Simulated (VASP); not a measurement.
A run of VASP 6.6.1:

File INCAR:

```
ALGO = Normal
EDIFF = 1E-6
ENCUT = 500
GGA = PS
GGA_COMPAT = F
ISIF = 2
ISMEAR = 0
LASPH = T
LCHARG = F
LREAL = F
LWAVE = F
NBANDS = 26
NELM = 120
PREC = Accurate
SIGMA = 0.01
```

Contents of KPOINTS:

```
k-points
0
Gamma
  6 6 4
```

POSCAR

```
AgI
1.0
    4.4679124321      0.0000000000      0.0000000000
   -2.2339562160      3.8693256680      0.0000000000
    0.0000000000      0.0000000000      7.6276856473
Ag I
2 2
Direct
    0.6666666667      0.3333333333      0.6334396915
    0.3333333333      0.6666666667      0.1334396915
    0.6666666667      0.3333333333     -0.0034396915
    0.3333333333      0.6666666667      0.4965603085
```

Potentials or basis: VASP PAW PBE potentials, release 64 (Ag, I).

The run is started by

```sh
$ cat potpaw_PBE.64/Ag/POTCAR potpaw_PBE.64/I/POTCAR > POTCAR
$ mpirun -np 1 vasp_std > vasp.out
```

Hardware: 1 thread of Oxide Virtual Turin-like Processor, with other jobs on the host.

Q: How long does it take, and how much memory?

A: It took 45 s on 1 thread of Oxide Virtual Turin-like Processor, on a shared host, peak memory 0.24 GiB. Counts: scf iterations 14, k points 21.
